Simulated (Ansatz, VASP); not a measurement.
**Two plane-wave programs on P**

INCAR

```
SYSTEM = P
  ALGO = Normal
  EDIFF = 1E-7
  ENCUT = 520
  GGA = PS
  ISIF = 2
  ISMEAR = 0
  LASPH = .True.
  LCHARG = .False.
  LREAL = .False.
  LWAVE = .False.
  NBANDS = 18
  NELM = 80
  PREC = Accurate
  SIGMA = 0.05
```

File KPOINTS:

```
k-points
0
Gamma
  8 1 6
  0 0 0
```

The input POSCAR:

```
P
1.0
    3.4479141060      0.0000000000      0.0000000000
    0.0000000000     36.5998825395      0.0000000000
    0.0000000000      0.0000000000      4.5162825922
P
4
Direct
    0.0000000000      0.9702614300      0.5921507200
    0.0000000000      0.0297385700      0.4078492800
    0.5000000000      0.0297385700      0.0921507200
    0.5000000000      0.9702614300      0.9078492800
```

Input for Ansatz:

```yaml
crystal:
  lattice:
    - [3.447914106, 0.0, 0.0]
    - [0.0, 36.5998825395, 0.0]
    - [0.0, 0.0, 4.5162825922]
  atoms:
    - { symbol: P, position: [0.0, 0.97026143, 0.59215072] }
    - { symbol: P, position: [0.0, 0.02973857, 0.40784928] }
    - { symbol: P, position: [0.5, 0.02973857, 0.09215072] }
    - { symbol: P, position: [0.5, 0.97026143, 0.90784928] }
basis:
  ecutwfc: 420
kpoints:
  mp_grid: { grid: [8, 1, 6] }
hamiltonian:
  xc: pbesol
scf:
  occupations: { method: gaussian, width: 0.05 }
output:
  forces: true
  stress: true
  eigenvalues: true
```

Change from the starting cell: strain +0.050 along x and y, -0.025 along z, atoms carried along.

Alike in both runs: task single point; functional PBEsol; k mesh 8 × 1 × 6; occupations gaussian, width 0.05 eV; no spin polarisation.

|  | VASP | Ansatz |
| --- | --- | --- |
| version | VASP 6.6.1 | Ansatz 0.2.0 |
| potentials or method | VASP PAW PBE potentials, release 64 (P), cutoff 520 eV | scalar-relativistic, plane waves, PAW |
| valence electrons in the cell | 20 | 20 |

Ansatz gave:

* gap on the k mesh at the Fermi level (eV): 0.55
* least direct gap on the mesh (eV): 0.55
* rms of the force components (eV/Å): 0.477

Question: Estimate VASP's values.

Answer: gap on the k mesh at the Fermi level (eV): 0.56; least direct gap on the mesh (eV): 0.56; rms of the force components (eV/Å): 0.478.

VASP's potentials were made for PBE, not for PBEsol. Atom by atom the forces differ by 0.010 eV/Å (rms over components).
